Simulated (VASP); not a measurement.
CuI:

```xyz
4
Lattice="3.7332 -3.7111 0.0000 3.7332 3.7111 0.0000 0.0000 0.0000 4.3070" Properties=species:S:1:pos:R:3 pbc="T T T"
Cu    3.7332    0.5905    3.2302
Cu    3.7332   -0.5905    1.0767
I     3.7332   -2.0043    3.2302
I     3.7332    2.0043    1.0767
```

```yaml
Program: VASP 6.6.1
Task: relaxation of cell and atoms
Functional: BLYP
Dispersion: D3(BJ)
Potentials_or_basis: VASP PAW PBE potentials, release 64 (Cu, I)
Cutoff: 600 eV
k_mesh: 4 × 4 × 4
Occupations: gaussian, width 0.01 eV
Spin: no spin polarisation
```

At the start: pressure -0.1 GPa; volume 29.83 Å³/atom.

Problem. Where does the relaxation end?

Solution. Over 16 steps the energy falls by 66.3 meV/atom and the volume is 24.59 Å³/atom (-17.6 %); space group Cmcm (No. 63, to 0.1 Å) before and after.

The path:
```tsv
step	energy change (eV)	largest force (eV/Å)	pressure (GPa)	volume (Å³)
1	0.0000	0.6101	-0.10	119.34
2	-0.0615	0.1492	-1.67	118.98
3	-0.0681	0.0512	-2.24	118.80
4	-0.1171	0.0458	-1.93	115.13
5	-0.2129	0.1057	-0.45	104.45
6	-0.2180	0.1638	0.76	99.45
7	-0.2202	0.1434	0.29	101.17
8	-0.2440	0.1204	0.24	99.94
9	-0.2579	0.1007	0.61	96.35
10	-0.2623	0.0916	0.43	97.52
11	-0.2637	0.0315	-0.33	98.64
12	-0.2640	0.0433	-0.08	98.31
13	-0.2647	0.0325	-0.05	98.35
14	-0.2652	0.0185	-0.01	98.40
15	-0.2652	0.0146	-0.02	98.42
16	-0.2653	0.0069	0.03	98.37
```

Final structure:
```xyz
4
Lattice="3.1982 -3.4581 0.0000 3.1982 3.4581 0.0000 0.0000 0.0000 4.4471" Properties=species:S:1:pos:R:3 pbc="T T T"
Cu    3.1982    0.6187    3.3354
Cu    3.1982   -0.6187    1.1118
I     3.1982   -2.0239    3.3354
I     3.1982    2.0239    1.1118
```

Caveat: the volume moved by over 15 % at a fixed basis, so the end points are rough; the PAW data sets were made with another functional, which shifts forces and pressure a little.
